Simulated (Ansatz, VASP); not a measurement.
## One calculation of BP, two programs

```
B P
1.0
     0.00000    2.17824    2.08748
     2.17824    0.00000    2.08748
     2.17824    2.17824    0.00000
B P
1 1
Cartesian
  0.0000 0.0000 0.0000
  3.2674 3.2674 3.1312
```

Change from the starting cell: strain -0.040 along x and y, -0.080 along z, atoms carried along.

Alike in both runs: task single point; functional PBE; k mesh 10 × 10 × 10; occupations gaussian, width 0.05 eV; no spin polarisation.

|  | VASP | Ansatz |
| --- | --- | --- |
| version | VASP 6.6.1 | Ansatz 0.2.0 |
| potentials or method | VASP PAW PBE potentials, release 64 (B, P), cutoff 520 eV | scalar-relativistic, plane waves, PAW |
| valence electrons in the cell | 8 | 8 |

Ansatz gave:

- gap on the k mesh at the Fermi level (eV): 0.34
- least direct gap on the mesh (eV): 3.29
- pressure (GPa): 38.3
- traceless stress, the component that is largest in VASP (GPa): 7.90

Q: Which values does VASP return?

A: gap on the k mesh at the Fermi level (eV): 0.34; least direct gap on the mesh (eV): 3.29; pressure (GPa): 37.9; traceless stress, the component that is largest in VASP (GPa): 7.92.

Both programs put the cell under a high pressure, so it lies far from rest at this level.
